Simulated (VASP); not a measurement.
# HfGe (Pm-3m) in VASP: notebook, part 2 of 2

VASP 6.6.1.

## 5. Relaxation of cell and atoms, LDA

This run uses another cell than the first one, of 21.45 Å³/atom, 1.222 times its volume.

The input, INCAR:

```
PREC     = Accurate       # precision mode
ENCUT    = 600            # plane-wave cutoff, eV
EDIFF    = 1E-6           # SCF threshold, eV
ISMEAR   = -1             # smearing method
SIGMA    = 0.05           # smearing width, eV
LREAL    = False          # projectors in reciprocal space
LASPH    = True           # aspherical terms in the spheres
NELM     = 60             # most SCF steps
ALGO     = Normal         # electronic algorithm
ISIF     = 3              # what is computed and relaxed
LWAVE    = False          # write WAVECAR
LCHARG   = False          # write CHGCAR
IBRION   = 2              # ionic algorithm
NSW      = 60             # ionic steps
EDIFFG   = -0.01          # ionic threshold
```

The input, KPOINTS:

```
Automatic mesh
0
Gamma
  8 8 8
```

The input, POSCAR:

```
HfGe
1.0
    3.5008378700      0.0000000000      0.0000000000
    0.0000000000      3.5008378700      0.0000000000
    0.0000000000      0.0000000000      3.5008378700
Hf Ge
1 1
Direct
    0.0000000000      0.0000000000      0.0000000000
    0.5000000000      0.5000000000      0.5000000000
```

Potentials or basis: VASP PAW LDA potentials, release 64 (Hf_pv, Ge_d).

Started as:

```sh
$ cat potpaw_LDA.64/Hf_pv/POTCAR potpaw_LDA.64/Ge_d/POTCAR > POTCAR
$ mpirun -np 1 vasp_std > vasp.out
```

It took 64 s on 1 thread of AMD EPYC 9R45 (Zen 5), shared host; peak memory 0.15 GiB.

It converged, with:

- Free energy: -16.6259 eV
- Relaxed volume: 17.57 Å³/atom
- Relaxed cell: a = 3.275 Å, b = 3.275 Å, c = 3.275 Å, α = 90.00°, β = 90.00°, γ = 90.00°
- Space group after relaxing (to 0.05 Å): Pm-3m (No. 221)
- Energy gained by relaxing: 257.4 meV/atom
- Ionic steps: 7
- Pressure after relaxing: -0.1 GPa
- Band gap on the k mesh: zero (band 12 reaches 9.01 eV, above the bottom of band 13 at 6.37 eV)

The path:
```
step  energy change (eV)  largest force (eV/Å)  pressure (GPa)  volume (Å³)
   1              0.0000                0.0000          -17.67        42.91
   2             -0.0565                0.0000           31.89        29.82
   3             -0.5145                0.0000           -0.81        35.32
   4             -0.5149                0.0000           -0.09        35.15
   5             -0.5147                0.0000            0.35        35.00
   6             -0.5149                0.0000           -0.19        35.18
   7             -0.5149                0.0000           -0.09        35.14
```

Final structure:
```cif
data_structure
_symmetry_space_group_name_H-M 'P 1'
_symmetry_Int_Tables_number 1
_cell_length_a 3.2755
_cell_length_b 3.2755
_cell_length_c 3.2755
_cell_angle_alpha 90.000
_cell_angle_beta 90.000
_cell_angle_gamma 90.000
_cell_volume 35.14
loop_
_atom_site_label
_atom_site_type_symbol
_atom_site_fract_x
_atom_site_fract_y
_atom_site_fract_z
_atom_site_occupancy
Hf1 Hf 0.00000 0.00000 0.00000 1
Ge1 Ge 0.50000 0.50000 0.50000 1
```

Levels at points of the mesh, in eV from the Fermi level:
```tsv
k point	band 9	band 10	band 11	band 12	band 13	band 14	band 15	band 16
(0.00, 0.00, 0.00)	-11.83	-1.64	-1.64	2.12	2.12	2.12	3.81	3.81
(0.50, 0.00, 0.00)	-8.90	-6.60	-0.69	-0.51	-0.51	4.15	5.48	6.78
(0.50, 0.50, 0.00)	-8.62	-2.94	-2.94	-1.87	1.70	1.70	4.31	4.59
(0.50, 0.50, 0.50)	-5.72	-4.63	-4.63	-4.63	4.22	4.22	4.22	6.05
```

Caveat: the volume moved by over 15 % at a fixed basis, so the end points are rough; spin-orbit coupling is left out, which moves the levels of the heavy elements.

## 6. Relaxation of cell and atoms, PBEsol

This run uses another cell than the first one, of 21.45 Å³/atom, 1.222 times its volume.

The input, INCAR:

```
SYSTEM = HfGe
  PREC = Accurate
  ENCUT = 600
  EDIFF = 1E-7
  ISMEAR = -1
  SIGMA = 0.05
  LREAL = .False.
  LASPH = .True.
  NELM = 100
  ALGO = Normal
  ISIF = 3
  LWAVE = .False.
  LCHARG = .False.
  GGA = PS
  IBRION = 2
  NSW = 60
  EDIFFG = -0.01
```

The input, KPOINTS:

```
Automatic mesh
0
Gamma
  8 8 8
  0 0 0
```

POSCAR is that of step 5.

Potentials or basis: VASP PAW PBE potentials, release 64 (Hf_pv, Ge_d).

Started as:

```sh
$ cat potpaw_PBE.64/Hf_pv/POTCAR potpaw_PBE.64/Ge_d/POTCAR > POTCAR
$ mpirun -np 1 vasp_std > vasp.out
```

Run time: 52 s. Hardware: 1 thread of AMD EPYC 9R45 (Zen 5), shared host; peak memory 0.16 GiB.

The run converged. Its results:

- Free energy: -16.1443 eV
- Relaxed volume: 18.03 Å³/atom
- Relaxed cell: a = 3.304 Å, b = 3.304 Å, c = 3.304 Å, α = 90.00°, β = 90.00°, γ = 90.00°
- Space group after relaxing (to 0.05 Å): Pm-3m (No. 221)
- Energy gained by relaxing: 191.2 meV/atom
- Ionic steps: 4
- Pressure after relaxing: 0.0 GPa
- Band gap on the k mesh: zero (band 12 reaches 8.73 eV, above the bottom of band 13 at 6.22 eV)

Step by step:
```csv
step,energy change (eV),largest force (eV/Å),pressure (GPa),volume (Å³)
1,0.0000,0.0000,-15.28,42.91
2,-0.0761,0.0000,23.90,31.42
3,-0.3822,0.0000,-0.45,36.18
4,-0.3824,0.0000,-0.02,36.06
```

Final structure:
```xyz
2
Lattice="3.3037 0.0000 0.0000 0.0000 3.3037 0.0000 0.0000 0.0000 3.3037" Properties=species:S:1:pos:R:3 pbc="T T T"
Hf    0.0000    0.0000    0.0000
Ge    1.6518    1.6518    1.6518
```

Levels at points of the mesh, in eV from the Fermi level:
```
           k point  band 10  band 11  band 12  band 13  band 14  band 15
(0.00, 0.00, 0.00)    -1.59    -1.59     2.03     2.03     2.03     3.76
(0.50, 0.00, 0.00)    -6.56    -0.64    -0.48    -0.48     4.10     5.36
(0.50, 0.50, 0.00)    -3.00    -3.00    -1.89     1.70     1.70     4.24
(0.50, 0.50, 0.50)    -4.53    -4.53    -4.53     3.95     3.95     3.95
```

Caveat: the volume moved by over 15 % at a fixed basis, so the end points are rough; the PAW data sets were made with another functional, which shifts forces and pressure a little; spin-orbit coupling is left out, which moves the levels of the heavy elements.

## 7. Overview

| task | level | potentials or basis | cell | cutoff (eV) | gap on the mesh (eV) | pressure (GPa) | relaxed volume (Å³/atom) |
| --- | --- | --- | --- | --- | --- | --- | --- |
| single point | LDA | VASP PAW LDA potentials, release 64 (Hf_pv, Ge_d) | a = 3.274 Å, 2 atoms | 520 | none | 0.1 | - |
| single point | PBEsol | VASP PAW PBE potentials, release 64 (Hf_pv, Ge_d) | a = 3.307 Å, 2 atoms | 520 | none | -0.4 | - |
| single point | PBEsol | VASP PAW PBE potentials, release 64 (Hf_pv, Ge_d) | a = 3.501 Å, 2 atoms | 520 | none | -15.3 | - |
| relaxation of cell and atoms | LDA | VASP PAW LDA potentials, release 64 (Hf_pv, Ge_d) | relaxed from a = 3.501 Å, 2 atoms | 600 | none | -0.1 | 17.57 |
| relaxation of cell and atoms | PBEsol | VASP PAW PBE potentials, release 64 (Hf_pv, Ge_d) | relaxed from a = 3.501 Å, 2 atoms | 600 | none | 0.0 | 18.03 |

Alike in all rows: no spin polarisation; k mesh 8 × 8 × 8; smearing fermi-dirac 0.05 eV.

Caveats: spin-orbit coupling is left out, which moves the levels of the heavy elements; the PAW data sets were made with another functional, which shifts forces and pressure a little (some runs); the volume moved by over 15 % at a fixed basis, so the end points are rough (some runs).

Absolute energies hang on the potentials; compare differences alone.
